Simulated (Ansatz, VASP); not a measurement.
YI in VASP and in Ansatz

File INCAR:

```
PREC = Accurate ; ENCUT = 520
EDIFF = 1E-7 ; ISMEAR = -1
SIGMA = 0.05 ; LREAL = F
LASPH = T ; NELM = 150
ALGO = Normal ; ISIF = 2
LWAVE = F ; LCHARG = F
ISPIN = 2 ; MAGMOM = 0.6 0.6 0 0
LORBIT = 11 ; LMAXMIX = 4
GGA = CA ; NBANDS = 30
```

The input KPOINTS:

```
regular mesh
0
Gamma
  7 7 3
```

POSCAR

```
YI
1.0
    3.6101444505      0.0000000000      0.0000000000
   -1.8050722252      3.1264768054      0.0000000000
    0.0000000000      0.0000000000     10.1109140478
Y I
2 2
Direct
    0.6666666667      0.3333333333      0.6267270000
    0.3333333333      0.6666666667      0.3732730000
    0.3333333333      0.6666666667      0.8199750000
    0.6666666667      0.3333333333      0.1800250000
```

Input for Ansatz:

```yaml
crystal:
  lattice:
    - [3.6101444505, 0.0, 0.0]
    - [-1.8050722252, 3.1264768054, 0.0]
    - [0.0, 0.0, 10.1109140478]
  atoms:
    - { symbol: "Y", position: [0.6666666667, 0.3333333333, 0.626727], spin: 0.6 }
    - { symbol: "Y", position: [0.3333333333, 0.6666666667, 0.373273], spin: 0.6 }
    - { symbol: I, position: [0.3333333333, 0.6666666667, 0.819975] }
    - { symbol: I, position: [0.6666666667, 0.3333333333, 0.180025] }
magnetization:
  spin_polarized: true
kpoints:
  mp_grid: { grid: [7, 7, 3] }
scf:
  occupations: { method: fermi_dirac, width: 0.05 }
hamiltonian:
  xc: lda
  pseudopotentials: { kind: paw }
output:
  forces: true
  stress: true
  eigenvalues: true
  populations: true
```

Change from the starting cell: volume scaled by 0.76, PAW files.

Alike in both runs: task single point; functional LDA; k mesh 7 × 7 × 3; occupations fermi-dirac, width 0.05 eV; collinear spin.

|  | VASP | Ansatz |
| --- | --- | --- |
| version | VASP 6.6.1 | Ansatz 0.2.0 |
| potentials or method | VASP PAW LDA potentials, release 64 (Y_sv, I) | PAW with Ansatz's default frozen-core files, scalar-relativistic |
| plane-wave cutoff (eV) | 520 | 420 |
| valence electrons in the cell | 36 | 56 |

Ansatz gave:

- pressure (GPa): 11.3
- traceless stress, the component that is largest in VASP (GPa): 1.45
- rms of the force components (eV/Å): 0.812
- net moment per atom (μB): 0.00

Task: What did VASP give for the same quantities?

Result: Pressure (GPa): 11.3; traceless stress, the component that is largest in VASP (GPa): 1.46; rms of the force components (eV/Å): 0.818; net moment per atom (μB): 0.00.

LDA's correlation is that of Perdew and Zunger in VASP and of Perdew and Wang (1992) in Ansatz. Atom by atom the forces differ by 0.006 eV/Å (rms over components). VASP's potentials hold 36 valence electrons a cell and Ansatz's 56, so a difference there can come from the potentials and not from the codes. Ansatz's warnings: seeded moment not kept.

Spin-orbit coupling is off throughout.
